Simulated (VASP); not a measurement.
Write the native input for VASP 6.6.1 that does the following.

```yaml
Task: single point
Functional: PBEsol
Potentials_or_basis: VASP PAW PBE potentials, release 64 (C, N, H)
Cutoff: 720 eV
k_mesh: 1 × 1 × 1
Occupations: gaussian, width 0.03 eV
Spin: no spin polarisation
Tolerance_level: standard
Purpose: levels
Further_INCAR_settings: ADDGRID = False; ALGO = Normal; EDIFF = 1e-06; NELMDL = -8; ISIF = 0
```

The structure of CNH lies in POSCAR:

```
HCN
1.0
   10.0000000000      0.0000000000      0.0000000000
    0.0000000000     12.0000000000      0.0000000000
    0.0000000000      0.0000000000     10.0000000000
C N H
1 1 1
Direct
    0.5004600000      0.4987000000      0.5025550000
    0.5262200000      0.5891500000      0.5286350000
    0.4763800000      0.4143500000      0.4781650000
```

These files were run (other wordings do the same):

INCAR

```
ADDGRID = F
ALGO = Normal
EDIFF = 1E-6
EFERMI = MIDGAP
ENCUT = 720
GGA = PS
GGA_COMPAT = F
ISIF = 0
ISMEAR = 0
LASPH = T
LCHARG = F
LREAL = F
LWAVE = F
NELM = 120
NELMDL = -8
PREC = Accurate
SIGMA = 0.03
```

KPOINTS

```
k-points
0
Gamma
  1 1 1
```

Potentials or basis: VASP PAW PBE potentials, release 64 (C, N, H).

Command:

```bash
$ cat potpaw_PBE.64/C/POTCAR potpaw_PBE.64/N/POTCAR potpaw_PBE.64/H/POTCAR > POTCAR
$ mpirun -np 1 vasp_gam > vasp.out
```

Results of the run:

- Largest force: 1.720 eV/Å
- Gap between the frontier levels: 7.99 eV

Caveat: the PAW data sets were made with another functional, which shifts forces and pressure a little.

Wall time 2.6 min on 1 thread of Intel(R) Xeon(R) Platinum 8259CL CPU @ 2.50GHz (Skylake/Cascade Lake) (shared host), peak memory 1.4 GiB.
